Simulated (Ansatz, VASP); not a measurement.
## MgO in VASP and in Ansatz

```
Mg O
1.0
     0.00000    2.07955    2.07955
     2.07955    0.00000    2.07955
     2.07955    2.07955    0.00000
Mg O
1 1
Direct
  0.00000 0.00000 0.00000
  0.50000 0.50000 0.50000
```

Alike in both runs: task single point; functional LDA; k mesh 10 × 10 × 10; occupations gaussian, width 0.02 eV; no spin polarisation.

|  | VASP | Ansatz |
| --- | --- | --- |
| version | VASP 6.6.1 | Ansatz 0.2.0 |
| potentials or method | VASP PAW LDA potentials, release 64 (Mg_sv, O), cutoff 840 eV | scalar-relativistic, plane waves, PAW |
| valence electrons in the cell | 16 | 16 |

```csv
,VASP,Ansatz,Ansatz less VASP
gap on the k mesh at the Fermi level (eV),5.05,5.04,-0.011
least direct gap on the mesh (eV),5.05,5.04,-0.011
pressure (GPa),0.6,0.0,-0.63
```

LDA's correlation is that of Perdew and Zunger in VASP and of Perdew and Wang (1992) in Ansatz.
